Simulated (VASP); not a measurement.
Here is a VASP 6.6.1 calculation.

File INCAR:

```
SYSTEM = Al2O
PREC     = Accurate       ! precision mode
ENCUT    = 520            ! plane-wave cutoff, eV
EDIFF    = 1E-7           ! SCF threshold, eV
ISMEAR   = 1              ! smearing method
SIGMA    = 0.1            ! smearing width, eV
LREAL    = .FALSE.        ! projectors in reciprocal space
LASPH    = .TRUE.         ! aspherical terms in the spheres
NELM     = 80             ! most SCF steps
ALGO     = Normal         ! electronic algorithm
ISIF     = 2              ! what is computed and relaxed
LWAVE    = .FALSE.        ! write WAVECAR
LCHARG   = .FALSE.        ! write CHGCAR
GGA      = PS             ! functional
NBANDS   = 13             ! bands
```

File KPOINTS:

```
regular mesh
0
G
  7 7 7
  0 0 0
```

POSCAR

```
Al2O
1.0
    0.0000000000      2.8266106997      2.8266106997
    2.8266106997      0.0000000000      2.8266106997
    2.8266106997      2.8266106997      0.0000000000
Al O
2 1
Direct
    0.2500000000      0.2500000000      0.2500000000
    0.7500000000      0.7500000000      0.7500000000
    0.0000000000      0.0000000000      0.0000000000
```

Potentials or basis: VASP PAW PBE potentials, release 64 (Al, O).

Run with:

```console
$ cat potpaw_PBE.64/Al/POTCAR potpaw_PBE.64/O/POTCAR > POTCAR
$ mpirun -np 1 vasp_std > vasp.out
```

Task: Predict the pressure.

Result: -1.3 GPa.

Task: Estimate the band gap on the k mesh.

Result: Zero (band 6 reaches 8.10 eV, above the bottom of band 7 at 6.41 eV).

Caveat: the PAW data sets were made with another functional, which shifts forces and pressure a little.
